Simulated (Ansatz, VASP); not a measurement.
# One calculation of BaTiO3, two programs

```
CELL_PARAMETERS angstrom
4.00600 0.00000 0.00000
0.00000 4.00600 0.00000
0.00000 0.00000 4.00600
ATOMIC_POSITIONS crystal
Ba 0.50000 0.50000 0.50000
Ti 0.00000 0.00000 0.00000
O 0.50000 0.00000 0.00000
O 0.00000 0.50000 0.00000
O 0.00000 0.00000 0.50000
```

Alike in both runs: task single point; functional PBE; k mesh 6 × 6 × 6; no spin polarisation; Hubbard terms Ti d U = 1.0 eV.

|  | VASP | Ansatz |
| --- | --- | --- |
| version | VASP 6.6.1 | Ansatz 0.2.0 |
| potentials or method | VASP PAW PBE potentials, release 64 (Ba_sv, Ti_sv, O) | plane waves, PAW |
| plane-wave cutoff (eV) | 520 | 420 |
| occupations | gaussian, width 0.01 eV | fixed |
| valence electrons in the cell | 40 | 40 |

|  | VASP | Ansatz | Ansatz less VASP |
| --- | --- | --- | --- |
| gap on the k mesh at the Fermi level (eV) | 1.85 | 1.90 | +0.056 |

The programs project onto different local orbitals, so the same U acts differently, and such runs can settle in different states.

Spin-orbit coupling is off throughout.
